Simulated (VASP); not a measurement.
Ge, 2 atoms in the cell. The structure is orthorhombic, space group Imma (No. 74). The conventional cell has a = 4.033 Å, b = 4.079 Å, c = 5.777 Å, α = 90.00°, β = 90.00°, γ = 90.00°. Ge (site symmetry mm2) has 4 Ge at 2.49 Å within 3.3 Å.  This cell differs from its parent crystal: strained cell.

| Quantity | Value |
| --- | --- |
| Program | VASP 6.6.1 |
| Task | relaxation of the atoms |
| Functional | PBE |
| Potentials or basis | VASP PAW PBE potentials, release 64 (Ge_d) |
| Cutoff | 450 eV |
| k mesh | 10 × 10 × 10 |
| Occupations | gaussian, width 0.1 eV |
| Spin | no spin polarisation |
| Dipole correction | no |
| Further INCAR settings | ALGO = Normal; EDIFF = 1e-07; IBRION = 2; EDIFFG = -0.002; NSW = 60 |

Potentials or basis: VASP PAW PBE potentials, release 64 (Ge_d).

Launch:

```bash
$ cat potpaw_PBE.64/Ge_d/POTCAR > POTCAR
$ mpirun -np 1 vasp_std > vasp.out
```

Hardware: 1 thread of Intel Xeon 6975P-C, with other jobs on the host.

Question: How long does it take, and how much memory?

Answer: It took 93 s on 1 thread of Intel Xeon 6975P-C (shared host), peak memory 0.23 GiB. Counts: scf iterations 17, k points 171, ion steps 2.
